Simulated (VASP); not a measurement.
# Mg2ZnS3: single point with PBE

Crystal: Mg2ZnS3.

```xyz
6
Lattice="6.4994 0.0000 0.0000 -3.2497 5.6286 0.0000 0.0000 0.0000 3.5371" Properties=species:S:1:pos:R:3 pbc="T T T"
Mg    0.0000    3.7524    0.0000
Mg    3.2497    1.8762    0.0000
Zn    0.0000    0.0000    0.0000
S     3.2497    0.0000    1.7686
S    -1.6248    2.8143    1.7686
S     1.6248    2.8143    1.7686
```

```json
{
  "Program": "VASP 6.6.1",
  "Task": "single point",
  "Functional": "PBE",
  "Potentials or basis": "VASP PAW PBE potentials, release 64 (Mg, Zn, S)",
  "Cutoff": "520 eV",
  "k mesh": "6 × 6 × 4",
  "Occupations": "gaussian, width 0.1 eV",
  "Spin": "no spin polarisation",
  "Dipole correction": "no",
  "Further INCAR settings": "ALGO = Normal; EDIFF = 1e-06; NBANDS = 26"
}
```

```yaml
Pressure: -0.1 GPa
Band_gap_on_the_k_mesh: zero (band 17 reaches 2.65 eV, above the bottom of band 18 at 1.86 eV)
```

Stress tensor (GPa, compression positive):
```
-0.10  0.00  0.00
 0.00 -0.10  0.00
 0.00  0.00 -0.20
```

Levels at points of the mesh, in eV from the Fermi level:
| k point | band 13 | band 14 | band 15 | band 16 | band 17 | band 18 | band 19 | band 20 | band 21 | band 22 |
| --- | --- | --- | --- | --- | --- | --- | --- | --- | --- | --- |
| (0.00, 0.00, 0.00) | -1.46 | -0.43 | -0.43 | -0.02 | -0.02 | 0.15 | 3.50 | 5.44 | 5.44 | 5.54 |
| (0.50, 0.00, 0.00) | -1.88 | -1.14 | -0.83 | -0.44 | -0.07 | 0.09 | 2.69 | 4.62 | 5.00 | 5.13 |
| (0.00, 0.00, 0.50) | -2.42 | -2.42 | 0.24 | 0.42 | 0.42 | 0.54 | 1.73 | 2.24 | 2.60 | 2.60 |
| (0.50, 0.00, 0.50) | -2.22 | -1.79 | -1.31 | -1.13 | -0.41 | 0.47 | 3.20 | 3.40 | 3.75 | 4.78 |

Run time: 54 s on 1 thread of Intel(R) Xeon(R) Platinum 8259CL CPU @ 2.50GHz (Skylake/Cascade Lake), on a shared host, peak memory 0.28 GiB.

Caveat: the k points lie up to 0.44 Å⁻¹ apart.
